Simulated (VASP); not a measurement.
# Ti4O in VASP: a series of runs, part 2 of 3

VASP 6.6.1. The steps go on from the part before.

**3. Single point, PBE**

INCAR

```
SYSTEM = Ti4O
PREC     = Accurate       ! precision mode
ENCUT    = 520            ! plane-wave cutoff, eV
EDIFF    = 1E-7           ! SCF threshold, eV
ISMEAR   = 0              ! smearing method
SIGMA    = 0.1            ! smearing width, eV
LREAL    = .FALSE.        ! projectors in reciprocal space
LASPH    = .TRUE.         ! aspherical terms in the spheres
NELM     = 100            ! most SCF steps
ALGO     = Normal         ! electronic algorithm
ISIF     = 2              ! what is computed and relaxed
LWAVE    = .FALSE.        ! write WAVECAR
LCHARG   = .TRUE.         ! write CHGCAR
LDIPOL   = .TRUE.       
IDIPOL   = 3            
DIPOL    = 0.5 0.5 0.345
GGA      = PE             ! functional
LELF     = .TRUE.         ! ELF
LVHAR    = .TRUE.       
LVACPOTAV= .TRUE.       
NBANDS   = 35             ! bands
```

KPOINTS

```
Automatic mesh
0
G
  9 7 1
  0 0 0
```

POSCAR

```
Ti4O
1.0
    2.9075446938      0.0000000000      0.0000000000
    0.0000000000      4.1118891392      0.0000000000
    0.0000000000      0.0000000000     19.6535692687
Ti O
4 1
Direct
    0.5000000000      0.5000000000      0.2035253722
    0.0000000000      0.0000000000      0.2774952616
    0.5000000000      0.5000000000      0.3439484703
    0.0000000000      0.0000000000      0.4148645550
    0.1666666667      0.2000000000      0.4828465905
```

Potentials or basis: VASP PAW PBE potentials, release 64 (Ti_sv, O).

Started as:

```sh
$ cat potpaw_PBE.64/Ti_sv/POTCAR potpaw_PBE.64/O/POTCAR > POTCAR
$ mpirun -np 1 vasp_std > vasp.out
```

OUTCAR:

```text
SYSTEM = Ti4O
   PREC = Accurate
   ENCUT = 520
   EDIFF = 1E-7
   ISMEAR = 0
   LREAL = .FALSE.
   LASPH = .TRUE.
   NELM = 100
   ISIF = 2
   GGA = PE

 ion  position               nearest neighbor table
   1  0.500  0.500  0.204-   3 2.76   2 2.91   2 2.91   2 2.91   2 2.91
   2  0.000  0.000  0.277-   4 2.70   3 2.84   3 2.84   3 2.84   3 2.84   1 2.91   1 2.91   1 2.91
                             1 2.91
   3  0.500  0.500  0.344-   1 2.76   2 2.84   2 2.84   2 2.84   2 2.84   4 2.88   4 2.88   4 2.88
                             4 2.88
   4  0.000  0.000  0.415-   5 1.64   2 2.70   3 2.88   3 2.88   3 2.88   3 2.88
   5  0.167  0.200  0.483-   4 1.64

  LATTYP: Found a simple orthorhombic cell.
 ALAT       =     2.9075446938
 B/A-ratio  =     1.4142135624
 C/A-ratio  =     6.7595071920

  Lattice vectors:

 A1 = (   2.9075446938,   0.0000000000,   0.0000000000)
 A2 = (   0.0000000000,   4.1118891392,   0.0000000000)
 A3 = (   0.0000000000,   0.0000000000,  19.6535692687)

Analysis of symmetry for initial positions (statically):
=====================================================================
 Subroutine PRICEL returns:
 Original cell was already a primitive cell.

 Routine SETGRP: Setting up the symmetry group for a
 simple orthorhombic supercell.

 Subroutine GETGRP returns: Found  1 space group operations
 (whereof  1 operations were pure point group operations)
 out of a pool of  8 trial point group operations.

The static configuration has the point symmetry C_1 .

Analysis of symmetry for dynamics (positions and initial velocities):
=====================================================================
 Subroutine PRICEL returns:
 Original cell was already a primitive cell.

 Routine SETGRP: Setting up the symmetry group for a
 simple orthorhombic supercell.

 Subroutine GETGRP returns: Found  1 space group operations
 (whereof  1 operations were pure point group operations)
 out of a pool of  8 trial point group operations.

The dynamic configuration has the point symmetry C_1 .

 Subroutine INISYM returns: Found  1 space group operations
 (whereof  1 operations are pure point group operations),
 and found     1 'primitive' translations

----------------------------------------------------------------------------------------

                                     Primitive cell

  volume of cell :     234.9683

  direct lattice vectors                    reciprocal lattice vectors
     2.907544694  0.000000000  0.000000000     0.343932804  0.000000000  0.000000000
     0.000000000  4.111889139  0.000000000     0.000000000  0.243197218  0.000000000
     0.000000000  0.000000000 19.653569269     0.000000000  0.000000000  0.050881343

  length of vectors
     2.907544694  4.111889139 19.653569269     0.343932804  0.243197218  0.050881343

  position of ions in fractional coordinates (direct lattice)
     0.500000000  0.500000000  0.203525372
     0.000000000  0.000000000  0.277495262
     0.500000000  0.500000000  0.343948470
     0.000000000  0.000000000  0.414864555
     0.166666667  0.200000000  0.482846591

  ion indices of the primitive-cell ions
   primitive index   ion index
                 1           1
                 2           2
                 3           3
                 4           4
                 5           5

[... 50 lines left out ...]
  0.444444 -0.285714  0.000000      2.000000
  0.000000  0.428571  0.000000      2.000000
 [... further k-points ...]
   k-points           NKPTS =     32   k-points in BZ     NKDIM =     32   number of bands    NBANDS=     35
   number of dos      NEDOS =    301   number of ions     NIONS =      5
   total plane-waves  NPLWV = 115200
   dimension x,y,z NGX =    24 NGY =   32 NGZ =  150
   dimension x,y,z NGXF=    48 NGYF=   64 NGZF=  300
   ions per type =               4   1
   NGX,Y,Z   is equivalent  to a cutoff of  13.72, 12.94, 12.69 a.u.
   NGXF,Y,Z  is equivalent  to a cutoff of  27.45, 25.88, 25.38 a.u.
 SYSTEM =  Ti4O
   PREC   = accura    normal or accurate (medium, high low for compatibility)
   ISTART =      0    job   : 0-new  1-cont  2-samecut
   ICHARG =      2    charge: 1-file 2-atom 10-const
   ISPIN  =      1    spin polarized calculation?
   LNONCOLLINEAR =      F non collinear calculations
   LSORBIT =      F    spin-orbit coupling
   LASPH  =      T    aspherical Exc in radial PAW
   ENCUT  =  520.0 eV  38.22 Ry    6.18 a.u.   5.41  7.65 36.54*2*pi/ulx,y,z
   NELM   =    100;   NELMIN=  2; NELMDL= -5     # of ELM steps
   EDIFF  = 0.1E-06   stopping-criterion for ELM
   LREAL  =      F    real-space projection
   EDIFFG = 0.1E-05   stopping-criterion for IOM
   NSW    =      0    number of steps for IOM
   IBRION =     -1    ionic relax: 0-MD 1-quasi-New 2-CG
   NFREE  =      0    steps in history (QN), initial steepest desc. (CG)
   ISIF   =      2    stress and relaxation
   ISYM   =      2    0-nonsym 1-usesym 2-fastsym
   POTIM  = 0.5000    time-step for ionic-motion
   TEBEG  =    0.0;   TEEND  =   0.0 temperature during run
   PSTRESS=    0.0 pullay stress
   NELECT =      54.0000    total number of electrons
   NUPDOWN=      -1.0000    fix difference up-down
   EMIN   =  10.00;   EMAX   =-10.00  energy-range for DOS
   EFERMI =   0.00;   METHOD = LEGACY
   ISMEAR =     0;   SIGMA  =   0.10  broadening in eV -4-tet -1-fermi 0-gaus
   EFERMI_NEDOS =   21; number of points for ismear=-14 and -15
   IALGO  =     38    algorithm
   IMIX   =      4    mixing-type and parameters
     AMIX     =   0.40;   BMIX     =  1.00
     AMIX_MAG =   1.60;   BMIX_MAG =  1.00
  volume/ion in A,a.u.               =      46.99       317.13
  Fermi-wavevector in a.u.,A,eV,Ry     =   1.002774  1.894968 13.681412  1.005555
  Thomas-Fermi vector in A             =   2.135283
   LORBIT       =      0    0 simple, 1 ext, 2 COOP (PROOUT), +10 PAW based schemes
   GGA     = PE    functional components
   LHFCALC =     F    Hartree Fock is set to
   AEXX    =    0.0000 exact exchange contribution
   IVDW    =     0    specifies the selected vdW correction
   LEPSILON=     F    determine dielectric tensor
   LRPA    =     F    only Hartree local field effects (RPA)
 non-spin polarized calculation
 Gauss-broadening in eV      SIGMA  =   0.10
  energy-cutoff  :      520.00
  volume of cell :      234.97
 maximum number of plane-waves:      6369
 NGX is ok and might be reduce to    24
   NGX = 11   NGY = 15   NGZ = 73

 dipolmoment           0.000000      0.000000     -0.236060 electrons x Angstroem

 number of electron      54.0000014 magnetization

 dipolmoment           0.000000      0.000000      0.234359 electrons x Angstroem

 Free energy of the ion-electron system (eV)
  ---------------------------------------------------
  ext. energy  EPLUGINS =         0.00000000
  ---------------------------------------------------
  free energy    TOTEN  =       -36.15164130 eV

  energy without entropy =      -36.11968109  energy(sigma->0) =      -36.13566119

 E-fermi :  -0.8640     XC(G=0):  -4.7126

 val. band max:       -0.8759775214   @ k =   0.3333   0.0000   0.0000
 cond. band min:      -0.8533545998   @ k =   0.3333   0.1429   0.0000
 fundamental gap:      0.0226229216
 Fermi energy:        -0.8639656557

 k-point     1 :       0.0000    0.0000    0.0000
  band No.  band energies     occupation
      1     -57.9122      2.00000
      2     -57.6213      2.00000
      3     -57.5411      2.00000
      4     -57.4448      2.00000
      5     -34.3347      2.00000
      6     -34.2494      2.00000
[... 901 lines left out ...]
     34       0.6158      0.00000
     35       0.8470      0.00000

 [... further k-points ...]

------------------------ aborting loop because EDIFF is reached ----------------------------------------

  FORCE on cell =-STRESS in cart. coord.  units (eV):
  Direction    XX          YY          ZZ          XY          YZ          ZX
  --------------------------------------------------------------------------------------
  -------------------------------------------------------------------------------------
  Total        2.5644912     -1.0344874      1.0859916      0.4215576      1.1840259      1.6388447
  in kB       17.4864869     -7.0538554      7.4050471      2.8744733      8.0735128     11.1747844
  external PRESSURE =       5.9458929 kB  Pullay stress =       0.0000000 kB

 VOLUME and BASIS-vectors are now :
 -----------------------------------------------------------------------------
  energy-cutoff  :      520.00
  volume of cell :      234.97
      direct lattice vectors                 reciprocal lattice vectors
     2.907544694  0.000000000  0.000000000     0.343932804  0.000000000  0.000000000
     0.000000000  4.111889139  0.000000000     0.000000000  0.243197218  0.000000000
     0.000000000  0.000000000 19.653569269     0.000000000  0.000000000  0.050881343

 POSITION                                       TOTAL-FORCE (eV/Angst)
 -----------------------------------------------------------------------------------
      1.45377      2.05594      4.00000        -0.026146     -0.012495      0.455001
      0.00000      0.00000      5.45377         0.045099     -0.031913     -0.482082
      1.45377      2.05594      6.75982        -0.060036     -0.300789     -0.972373
      0.00000      0.00000      8.15357        -1.133092     -0.125198      0.742512
      0.48459      0.82238      9.48966         1.174175      0.470394      0.256942
 -----------------------------------------------------------------------------------
    total drift:                                0.000016      0.000341      0.001105

  FREE ENERGIE OF THE ION-ELECTRON SYSTEM (eV)
  ---------------------------------------------------
  free  energy   TOTEN  =       -36.1516412974 eV

  energy  without entropy=      -36.1196810923  energy(sigma->0) =      -36.13566119

 vacuum level on the upper side and lower side of the slab         6.063         2.515
```

Wall time 19 min (1 thread of Intel Xeon 8259CL, shared host); peak memory 0.46 GiB.

Results:

| Property | Result |
| --- | --- |
| Free energy | -36.1516 eV |
| Largest force | 1.360 eV/Å |
| Band gap on the k mesh | zero (bands 27 and 28 overlap by 0.48 eV) |

Forces on the atoms (eV/Å):
```
Ti  -0.026 -0.012  0.455
Ti   0.045 -0.032 -0.482
Ti  -0.060 -0.301 -0.972
Ti  -1.133 -0.125  0.743
O    1.174  0.470  0.257
```

**4. Single point, PBE**

INCAR

```
PREC = Accurate ; ENCUT = 520
EDIFF = 1E-7 ; ISMEAR = 0
SIGMA = 0.1 ; LREAL = False
LASPH = True ; NELM = 80
ALGO = Normal ; ISIF = 2
LWAVE = False ; LCHARG = False
LDIPOL = True ; IDIPOL = 3
DIPOL = 0.5 0.5 0.344 ; GGA = PE
NBANDS = 35
```

KPOINTS

```
Automatic mesh
0
Gamma
  9 7 1
```

POSCAR, as its differences from that of step 3:

```diff
@@ -12,2 +12,2 @@
     0.0000000000      0.0000000000      0.4148645550
-    0.1666666667      0.2000000000      0.4828465905
+    0.3333333333      0.1000000000      0.4794075180
```

Potentials or basis: VASP PAW PBE potentials, release 64 (Ti_sv, O).

Started as:

```sh
$ cat potpaw_PBE.64/Ti_sv/POTCAR potpaw_PBE.64/O/POTCAR > POTCAR
$ mpirun -np 1 vasp_std > vasp.out
```

OUTCAR:

```text
PREC = Accurate
   ENCUT = 520
   EDIFF = 1E-7
   ISMEAR = 0
   LREAL = False
   LASPH = True
   NELM = 80
   ISIF = 2
   GGA = PE

 ion  position               nearest neighbor table
   1  0.500  0.500  0.204-   3 2.76   2 2.91   2 2.91   2 2.91   2 2.91
   2  0.000  0.000  0.277-   4 2.70   3 2.84   3 2.84   3 2.84   3 2.84   1 2.91   1 2.91   1 2.91
                             1 2.91
   3  0.500  0.500  0.344-   1 2.76   2 2.84   2 2.84   2 2.84   2 2.84   4 2.88   4 2.88   4 2.88
                             4 2.88
   4  0.000  0.000  0.415-   5 1.65   5 2.35   2 2.70   3 2.88   3 2.88   3 2.88   3 2.88
   5  0.333  0.100  0.479-   4 1.65   4 2.35

  LATTYP: Found a simple orthorhombic cell.
 ALAT       =     2.9075446938
 B/A-ratio  =     1.4142135624
 C/A-ratio  =     6.7595071920

[... 1120 lines left out ...]
  Total        2.5402459     -0.8339594      1.3794006      0.7473950      0.3925024      3.5564409
  in kB       17.3211656     -5.6865159      9.4057140      5.0962594      2.6763550     24.2502904
  external PRESSURE =       7.0134546 kB  Pullay stress =       0.0000000 kB

 VOLUME and BASIS-vectors are now :
 -----------------------------------------------------------------------------
  energy-cutoff  :      520.00
  volume of cell :      234.97
      direct lattice vectors                 reciprocal lattice vectors
     2.907544694  0.000000000  0.000000000     0.343932804  0.000000000  0.000000000
     0.000000000  4.111889139  0.000000000     0.000000000  0.243197218  0.000000000
     0.000000000  0.000000000 19.653569269     0.000000000  0.000000000  0.050881343

 POSITION                                       TOTAL-FORCE (eV/Angst)
 -----------------------------------------------------------------------------------
      1.45377      2.05594      4.00000        -0.027558      0.026114      0.405694
      0.00000      0.00000      5.45377         0.072620     -0.073493     -0.372240
      1.45377      2.05594      6.75982        -0.041564     -0.064380     -1.299041
      0.00000      0.00000      8.15357        -2.826475     -0.056014      1.046542
      0.96918      0.41119      9.42207         2.822977      0.167773      0.219043
 -----------------------------------------------------------------------------------
    total drift:                                0.000061     -0.000153      0.001538

  FREE ENERGIE OF THE ION-ELECTRON SYSTEM (eV)
  ---------------------------------------------------
  free  energy   TOTEN  =       -36.9424354454 eV

  energy  without entropy=      -36.9123419714  energy(sigma->0) =      -36.92738871

 vacuum level on the upper side and lower side of the slab         5.710         2.494
```

OSZICAR:

```text
N       E                     dE             d eps       ncg     rms          rms(c)
DAV:   1     0.656829568396E+03    0.65683E+03   -0.29016E+04  2664   0.150E+03
DAV:   2     0.620333652495E+02   -0.59480E+03   -0.58318E+03  2392   0.472E+02
DAV:   3    -0.301464767746E+02   -0.92180E+02   -0.90608E+02  3780   0.158E+02
[... 23 lines left out ...]
DAV:  27    -0.369424303258E+02   -0.89528E-05   -0.45339E-07  1998   0.333E-03    0.118E-03
DAV:  28    -0.369424341197E+02   -0.37939E-05   -0.25076E-07  1945   0.237E-03    0.797E-04
DAV:  29    -0.369424349768E+02   -0.85706E-06   -0.89145E-08  1632   0.200E-03    0.225E-04
DAV:  30    -0.369424353482E+02   -0.37147E-06   -0.36650E-08  1611   0.101E-03    0.195E-04
DAV:  31    -0.369424354454E+02   -0.97176E-07   -0.14325E-08  1454   0.711E-04
   1 F= -.36942435E+02 E0= -.36927389E+02  d E =-.300935E-01
```

stdout:

```text
POSCAR found type information on POSCAR TiO
 POSCAR found :  2 types and       5 ions
 scaLAPACK will be used
 LDA part: xc-table for (Slater+PW92), standard interpolation
 POSCAR, INCAR and KPOINTS ok, starting setup
 FFT: planning ... GRIDC
 FFT: planning ... GRID_SOFT
 FFT: planning ... GRID
 WAVECAR not read
 entering main loop
```

It took 18 min on 1 thread of Intel Xeon 8259CL, shared host; peak memory 0.46 GiB.

Results:

- Free energy: -36.9424 eV
- Largest force: 3.015 eV/Å
- Band gap on the k mesh: zero (bands 27 and 28 overlap by 0.50 eV)

Forces in eV/Å, atoms in the order of the input:
```
Ti  -0.028  0.026  0.406
Ti   0.073 -0.073 -0.372
Ti  -0.042 -0.064 -1.299
Ti  -2.826 -0.056  1.047
O    2.823  0.168  0.219
```

**5. Single point, PBE**

INCAR

```
SYSTEM = Ti4O
PREC     = Accurate       ! precision mode
ENCUT    = 520            ! plane-wave cutoff, eV
EDIFF    = 1E-6           ! SCF threshold, eV
ISMEAR   = 0              ! smearing method
SIGMA    = 0.1            ! smearing width, eV
LREAL    = .False.        ! projectors in reciprocal space
LASPH    = .True.         ! aspherical terms in the spheres
NELM     = 60             ! most SCF steps
ALGO     = Normal         ! electronic algorithm
ISIF     = 2              ! what is computed and relaxed
LWAVE    = .False.        ! write WAVECAR
LCHARG   = .False.        ! write CHGCAR
LDIPOL   = .True.       
IDIPOL   = 3            
DIPOL    = 0.5 0.5 0.334
GGA      = PE             ! functional
NBANDS   = 35             ! bands
```

KPOINTS

```
regular mesh
0
Gamma
  9 7 1
  0 0 0
```

POSCAR, as its differences from that of step 4:

```diff
@@ -12,2 +12,2 @@
     0.0000000000      0.0000000000      0.4148645550
-    0.3333333333      0.1000000000      0.4794075180
+    0.1666666667      0.4000000000      0.4325572428
```

Started as:

```sh
$ cat potpaw_PBE.64/Ti_sv/POTCAR potpaw_PBE.64/O/POTCAR > POTCAR
$ mpirun -np 1 vasp_std > vasp.out
```

Wall time 16 min (1 thread of Intel Xeon 8259CL, shared host); peak memory 0.46 GiB.

The run converged. Its results:

* Free energy: -37.7741 eV
* Largest force: 2.485 eV/Å
* Band gap on the k mesh: zero (bands 27 and 28 overlap by 0.11 eV)

Forces in eV/Å, atoms in the order of the input:
```
Ti  -0.070  0.006  0.240
Ti   0.186 -0.140 -0.609
Ti   0.136 -0.041  0.221
Ti   0.080 -2.287  0.116
O   -0.332  2.463  0.031
```

Levels at points of the mesh, in eV from the Fermi level:
```tsv
k point	band 23	band 24	band 25	band 26	band 27	band 28	band 29	band 30	band 31	band 32
(0.00, 0.00, 0.00)	-1.70	-1.46	-0.85	-0.33	0.03	0.16	0.32	0.64	0.90	1.14
```

[end of part 2 of 3]

The gap in the log of VASP goes by the Fermi energy; the results here count the filled bands.